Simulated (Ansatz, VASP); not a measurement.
## CaSe: VASP beside Ansatz

```
Ca Se
1.0
     0.00000    2.94023    2.94023
     2.94023    0.00000    2.94023
     2.94023    2.94023    0.00000
Ca Se
1 1
Direct
  0.00000 0.00000 0.00000
  0.50000 0.50000 0.50000
```

Change from the starting cell: hydrostatic strain -0.9%.

Alike in both runs: task single point; functional PBE; k mesh 8 × 8 × 8; occupations fermi-dirac, width 0.02 eV; no spin polarisation.

|  | VASP | Ansatz |
| --- | --- | --- |
| version | VASP 6.6.1 | Ansatz 0.2.0 |
| potentials or method | VASP PAW PBE potentials, release 64 (Ca_sv, Se) | plane waves, PAW |
| plane-wave cutoff (eV) | 520 | 420 |
| valence electrons in the cell | 16 | 26 |

|  | VASP | Ansatz | Ansatz less VASP |
| --- | --- | --- | --- |
| gap on the k mesh at the Fermi level (eV) | 1.98 | 1.99 | +0.010 |
| pressure (GPa) | 2.2 | 2.0 | -0.19 |

With one functional, cell and mesh, what is left measures potentials, basis and numerics. VASP's potentials hold 16 valence electrons a cell and Ansatz's 26, so a difference there can come from the potentials and not from the codes.
